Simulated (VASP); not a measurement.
# ZnS (I-4m2) in VASP: further runs, part 2 of 2

VASP 6.6.1. Earlier steps stand in the parts before.

## (4) Single point, r2SCAN (strain +0.080 along x and y, +0.040 along z)

The input, POSCAR:

```
ZnS
1.0
    0.0000000000      2.9210220000      2.8128360000
    2.9210220000      0.0000000000      2.8128360000
    2.9210220000      2.9210220000      0.0000000000
Zn S
1 1
Direct
    0.0000000000      0.0000000000      0.0000000000
    0.7500000000      0.7500000000      0.7500000000
```

The input, INCAR.step1:

```
ALGO = Normal ; EDIFF = 1E-4
ENCUT = 520 ; GGA = PE
ISMEAR = 0 ; LASPH = T
LCHARG = F ; LREAL = F
LWAVE = T ; NBANDS = 16
NELM = 100 ; PREC = Accurate
SIGMA = 0.05
```

The input, INCAR.step2:

```
ALGO = Normal ; EDIFF = 1E-6
ENCUT = 520 ; ISIF = 2
ISMEAR = 0 ; ISTART = 1
LASPH = T ; LCHARG = F
LMIXTAU = T ; LREAL = F
LWAVE = F ; METAGGA = R2SCAN
NBANDS = 16 ; NELM = 100
PREC = Accurate ; SIGMA = 0.05
```

The input, KPOINTS:

```
k-points
0
Gamma
  8 8 8
```

Potentials or basis: VASP PAW PBE potentials, release 64 (Zn, S).

Launch:

```console
cat potpaw_PBE.64/Zn/POTCAR potpaw_PBE.64/S/POTCAR > POTCAR
cp INCAR.step1 INCAR
mpirun -np 1 vasp_std > vasp.out
cp INCAR.step2 INCAR
mpirun -np 1 vasp_std > vasp.out
```

OUTCAR:

```text
EDIFF = 1E-6
   ENCUT = 520
   ISIF = 2
   ISMEAR = 0
   ISTART = 1
   LASPH = T
   LREAL = F
   METAGGA = R2SCAN
   NELM = 100
   PREC = Accurate

 ion  position               nearest neighbor table
   1  0.000  0.000  0.000-   2 2.50   2 2.50   2 2.50   2 2.50
   2  0.750  0.750  0.750-   1 2.50   1 2.50   1 2.50   1 2.50

  LATTYP: Found a body centered tetragonal cell.
 ALAT       =     4.1309489284
 C/A-ratio  =     1.3618352823

  Lattice vectors:

 A1 = (   0.0000000000,  -2.9210220000,  -2.8128360000)
 A2 = (   0.0000000000,   2.9210220000,  -2.8128360000)
 A3 = (   2.9210220000,   0.0000000000,   2.8128360000)

Analysis of symmetry for initial positions (statically):
=====================================================================
 Subroutine PRICEL returns:
 Original cell was already a primitive cell.

 Routine SETGRP: Setting up the symmetry group for a
 body centered tetragonal supercell.

 Subroutine GETGRP returns: Found  8 space group operations
 (whereof  8 operations were pure point group operations)
 out of a pool of 16 trial point group operations.

The static configuration has the point symmetry D_2d.

Analysis of symmetry for dynamics (positions and initial velocities):
=====================================================================
 Subroutine PRICEL returns:
 Original cell was already a primitive cell.

 Routine SETGRP: Setting up the symmetry group for a
 body centered tetragonal supercell.

 Subroutine GETGRP returns: Found  8 space group operations
 (whereof  8 operations were pure point group operations)
 out of a pool of 16 trial point group operations.

The dynamic configuration has the point symmetry D_2d.

 Subroutine INISYM returns: Found  8 space group operations
 (whereof  8 operations are pure point group operations),
[... 105 lines left out ...]
   TEBEG  =    0.0;   TEEND  =   0.0 temperature during run
   PSTRESS=    0.0 pullay stress
   NELECT =      18.0000    total number of electrons
   NUPDOWN=      -1.0000    fix difference up-down
   EMIN   =  10.00;   EMAX   =-10.00  energy-range for DOS
   EFERMI =   0.00;   METHOD = LEGACY
   ISMEAR =     0;   SIGMA  =   0.05  broadening in eV -4-tet -1-fermi 0-gaus
   EFERMI_NEDOS =   21; number of points for ismear=-14 and -15
   IALGO  =     38    algorithm
   IMIX   =      4    mixing-type and parameters
     AMIX     =   0.40;   BMIX     =  1.00
     AMIX_MAG =   1.60;   BMIX_MAG =  1.00
  volume/ion in A,a.u.               =      24.00       161.96
  Fermi-wavevector in a.u.,A,eV,Ry     =   1.180550  2.230916 18.962410  1.393698
  Thomas-Fermi vector in A             =   2.316840
   LORBIT       =      0    0 simple, 1 ext, 2 COOP (PROOUT), +10 PAW based schemes
   METAGGA = R2SCAN    functional components
   LHFCALC =     F    Hartree Fock is set to
   AEXX    =    0.0000 exact exchange contribution
   IVDW    =     0    specifies the selected vdW correction
   LEPSILON=     F    determine dielectric tensor
   LRPA    =     F    only Hartree local field effects (RPA)
 non-spin polarized calculation
 Gauss-broadening in eV      SIGMA  =   0.05
  energy-cutoff  :      520.00
  volume of cell :       48.00
 maximum number of plane-waves:      1315
   NGX = 15   NGY = 15   NGZ = 15

 number of electron      18.0000017 magnetization

 Free energy of the ion-electron system (eV)
  ---------------------------------------------------
  ext. energy  EPLUGINS =         0.00000000
  ---------------------------------------------------
  free energy    TOTEN  =       -18.51778790 eV

  energy without entropy =      -18.51778790  energy(sigma->0) =      -18.51778790

 E-fermi :   0.5076     XC(G=0):  -9.3324

 val. band max:        0.2728911215   @ k =   0.0000   0.0000   0.0000
 cond. band min:       2.0031835897   @ k =   0.0000   0.0000   0.0000
 fundamental gap:      1.7302924682
 Fermi energy:         0.5076314162

 k-point     1 :       0.0000    0.0000    0.0000
  band No.  band energies     occupation
      1     -12.2596      2.00000
      2      -5.7460      2.00000
      3      -5.7459      2.00000
      4      -5.7298      2.00000
      5      -5.4166      2.00000
      6      -5.4165      2.00000
[... 433 lines left out ...]
      3      -5.6476      2.00000
      4      -5.5406      2.00000
      5      -5.4160      2.00000
      6      -5.3969      2.00000
[... 8 lines left out ...]
     15      12.8678      0.00000
     16      13.2848      0.00000

 [... further k-points ...]
[... 5 lines left out ...]
  --------------------------------------------------------------------------------------
  -------------------------------------------------------------------------------------
  Total       -3.2471373     -3.2471373     -2.7613427      0.0000000      0.0000000      0.0000000
  in kB     -108.3844989   -108.3844989    -92.1694129      0.0000000      0.0000000      0.0000000
  external PRESSURE =    -102.9794702 kB  Pullay stress =       0.0000000 kB

 VOLUME and BASIS-vectors are now :
 -----------------------------------------------------------------------------
  energy-cutoff  :      520.00
  volume of cell :       48.00
      direct lattice vectors                 reciprocal lattice vectors
     0.000000000  2.921022000  2.812836000    -0.171172966  0.171172966  0.177756542
     2.921022000  0.000000000  2.812836000     0.171172966 -0.171172966  0.177756542
     2.921022000  2.921022000  0.000000000     0.171172966  0.171172966 -0.177756542

 POSITION                                       TOTAL-FORCE (eV/Angst)
 -----------------------------------------------------------------------------------
      0.00000      0.00000      0.00000        -0.000000     -0.000000     -0.000000
      4.38153      4.38153      4.21925         0.000000      0.000000      0.000000
 -----------------------------------------------------------------------------------
    total drift:                               -0.001728     -0.001728     -0.001953

  FREE ENERGIE OF THE ION-ELECTRON SYSTEM (eV)
  ---------------------------------------------------
  free  energy   TOTEN  =       -18.5177878973 eV

  energy  without entropy=      -18.5177878973  energy(sigma->0) =      -18.51778790
```

OSZICAR.step1:

```text
N       E                     dE             d eps       ncg     rms          rms(c)
DAV:   1     0.872019076682E+02    0.87202E+02   -0.86777E+03  1888   0.126E+03
DAV:   2    -0.901995008820E+00   -0.88104E+02   -0.82214E+02  2160   0.247E+02
DAV:   3    -0.701198186866E+01   -0.61100E+01   -0.60817E+01  2328   0.630E+01
DAV:   4    -0.707963882046E+01   -0.67657E-01   -0.67639E-01  2440   0.711E+00
DAV:   5    -0.708054385688E+01   -0.90504E-03   -0.90501E-03  2288   0.751E-01    0.495E+00
DAV:   6    -0.663812117434E+01    0.44242E+00   -0.79475E-01  2896   0.270E+01    0.398E+00
DAV:   7    -0.662277530490E+01    0.15346E-01   -0.19621E-01  2216   0.384E+00    0.213E+00
DAV:   8    -0.662173150087E+01    0.10438E-02   -0.51421E-03  2368   0.635E-01    0.470E-01
DAV:   9    -0.662207290521E+01   -0.34140E-03   -0.77344E-04  2304   0.266E-01    0.127E-01
DAV:  10    -0.662227432387E+01   -0.20142E-03   -0.23569E-04  2360   0.107E-01    0.390E-02
DAV:  11    -0.662228593711E+01   -0.11613E-04   -0.11535E-05  1688   0.243E-02
   1 F= -.66222859E+01 E0= -.66222859E+01  d E =-.163944E-16
```

Wall time 5.2 min (1 thread of Intel Xeon 8259CL, shared host); peak memory 0.2 GiB.

Results:

| Property | Result |
| --- | --- |
| Free energy | -18.5178 eV |
| Pressure | -10.3 GPa |
| Band gap on the k mesh | 1.73 eV |

Stress tensor (GPa, compression positive):
```
-10.84   0.00   0.00
  0.00 -10.84   0.00
  0.00   0.00  -9.22
```

Caveat: the cell differs from its parent crystal (strain +0.080 along x and y, +0.040 along z); the cell stands under tension; the PAW data sets were made with another functional, which shifts forces and pressure a little.

## (5) The runs side by side

| cell | gap on the mesh (eV) | pressure (GPa) |
| --- | --- | --- |
| a = 3.908, b = 3.908, c = 4.131 Å, angles 58.1, 58.1, 63.8°, 2 atoms | 1.90 | -7.7 |
| a = 3.981, b = 3.981, c = 4.131 Å, angles 58.7, 58.7, 62.5°, 2 atoms | 1.81 | -9.1 |
| a = 4.055, b = 4.055, c = 4.131 Å, angles 59.4, 59.4, 61.2°, 2 atoms | 1.73 | -10.3 |

Alike in all rows: task single point; level r2SCAN; potentials or basis VASP PAW PBE potentials, release 64 (Zn, S); no spin polarisation; k mesh 8 × 8 × 8; cutoff (eV) 520; smearing gaussian 0.05 eV.

Caveats: the cell stands under tension; the PAW data sets were made with another functional, which shifts forces and pressure a little.

Absolute energies hang on the potentials; compare differences alone.
